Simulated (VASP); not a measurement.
Runs of VASP 6.6.1 on CuAu. The structure is that of space group P4/mmm (No. 123), or close to it. The cells are those of the table. 

```csv
cell,gap on the mesh (eV),pressure (GPa)
"a = 2.800, b = 2.800, c = 3.743 Å, 2 atoms",none,-6.5
"a = 2.800, b = 2.800, c = 3.670 Å, 2 atoms",none,(a)
"a = 2.855, b = 2.855, c = 3.742 Å, 2 atoms",none,(b)
"a = 2.819, b = 2.819, c = 3.694 Å, 2 atoms",none,-6.6
"a = 2.743, b = 2.743, c = 3.595 Å, 2 atoms",none,8.1
```

Alike in all rows: task electric field gradients; level PBEsol; potentials or basis VASP PAW PBE potentials, release 64 (Cu_sv_GW, Au_sv_GW); no spin polarisation; k mesh 13 × 13 × 10; cutoff (eV) 610; smearing fermi-dirac 0.05 eV.

Problem. Estimate the missing entries.

Solution. (a) -3.6; (b) -11.5.

Caveats: the PAW data sets were made with another functional, which shifts forces and pressure a little; spin-orbit coupling is left out, which moves the levels of the heavy elements; the cell stands under tension (at least some runs); the cell stands under pressure (at least some runs).

A k mesh can miss the band edges, and the runs leave out spin-orbit coupling on Au.

A gap of «none» marks levels without a gap at the run's occupations.
